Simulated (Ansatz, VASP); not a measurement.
Sr in VASP and in Ansatz

INCAR

```
PREC = Accurate
ENCUT = 520
EDIFF = 1E-8
ISMEAR = 0
SIGMA = 0.01
LREAL = False
LASPH = True
NELM = 60
ALGO = Normal
ISIF = 2
LWAVE = False
LCHARG = False
GGA = RE
LEFG = True
NBANDS = 11
```

KPOINTS

```
Automatic mesh
0
Gamma
  12 12 12
```

POSCAR

```
Sr
1.0
   -2.3759174263      2.3759174263      2.3759174263
    2.3759174263     -2.3759174263      2.3759174263
    2.3759174263      2.3759174263     -2.3759174263
Sr
1
Direct
    0.0000000000      0.0000000000      0.0000000000
```

Input for Ansatz:

```yaml
crystal:
  lattice:
    - [-2.3759174263, 2.3759174263, 2.3759174263]
    - [2.3759174263, -2.3759174263, 2.3759174263]
    - [2.3759174263, 2.3759174263, -2.3759174263]
  atoms:
    - { symbol: Sr, position: [0.0, 0.0, 0.0] }
kpoints:
  mp_grid: { grid: [12, 12, 12] }
scf:
  occupations: { method: gaussian, width: 0.01 }
hamiltonian:
  xc: revpbe
  pseudopotentials: { kind: all_electron, datasets: crystal }
output:
  forces: true
  stress: true
  eigenvalues: true
  efg: { contact_densities: true }
```

Alike in both runs: task electric field gradients; functional revPBE; k mesh 12 × 12 × 12; occupations gaussian, width 0.01 eV; no spin polarisation.

|  | VASP | Ansatz |
| --- | --- | --- |
| version | VASP 6.6.1 | Ansatz 0.2.0 |
| potentials or method | VASP PAW PBE potentials, release 64 (Sr_sv), cutoff 520 eV | all-electron PAW with datasets made for the crystal, scalar-relativistic |

VASP gave:

```
gap on the k mesh at the Fermi level (eV) : none
pressure (GPa)                            : 0.6
```

Q: Estimate Ansatz's values.

A: gap on the k mesh at the Fermi level (eV): none; pressure (GPa): 0.5.

VASP's potentials were made for PBE, not for revPBE. A gap of «none» marks a metal or a gap that the smearing closes. Ansatz ran all-electron here, and VASP with PAW potentials.
